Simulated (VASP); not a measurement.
Write the native input for VASP 6.6.1 that does the following.

| Item | Value |
| --- | --- |
| Task | single point |
| Functional | PBE |
| Potentials or basis | VASP PAW PBE potentials, release 64 (Hf_pv, O) |
| Cutoff | 520 eV |
| k mesh | 12 × 12 × 10 |
| Occupations | gaussian, width 0.01 eV |
| Spin | no spin polarisation |
| Dipole correction | no |
| Further INCAR settings | ALGO = Normal; EDIFF = 1e-06; NBANDS = 22 |

The structure of HfO3 lies in POSCAR:

```
HfO3
1.0
    3.8305977953      0.0000000000      0.0000000000
   -1.9152988977      3.3173950024      0.0000000000
    0.0000000000      0.0000000000      4.0567564486
Hf O
1 3
Direct
    0.0000000000      0.0000000000      0.0000000000
    0.0000000000      0.0000000000      0.5000000000
    0.3333333333      0.6666666667      0.1870715667
    0.3333333333      0.6666666667      0.8129284333
```

The input as run:

INCAR

```
ALGO     = Normal         # electronic algorithm
EDIFF    = 1E-6           # SCF threshold, eV
ENCUT    = 520            # plane-wave cutoff, eV
GGA      = PE             # functional
ISIF     = 2              # what is computed and relaxed
ISMEAR   = 0              # smearing method
LASPH    = T              # aspherical terms in the spheres
LCHARG   = F              # write CHGCAR
LREAL    = F              # projectors in reciprocal space
LWAVE    = F              # write WAVECAR
NBANDS   = 22             # bands
NELM     = 80             # most SCF steps
PREC     = Accurate       # precision mode
SIGMA    = 0.01           # smearing width, eV
```

KPOINTS

```
k-points
0
Gamma
  12 12 10
```

Potentials or basis: VASP PAW PBE potentials, release 64 (Hf_pv, O).

Command:

```sh
$ cat potpaw_PBE.64/Hf_pv/POTCAR potpaw_PBE.64/O/POTCAR > POTCAR
$ mpirun -np 1 vasp_std > vasp.out
```

Results of the run:

- Pressure: -1.5 GPa
- Largest force: 0.166 eV/Å
- Band gap on the k mesh: 0.22 eV, direct

Caveat: spin-orbit coupling is left out, which moves the levels of the heavy elements.

Wall time 56 s on 1 thread of Intel(R) Xeon(R) Platinum 8559C (Emerald Rapids), with other jobs on the host, peak memory 0.24 GiB.
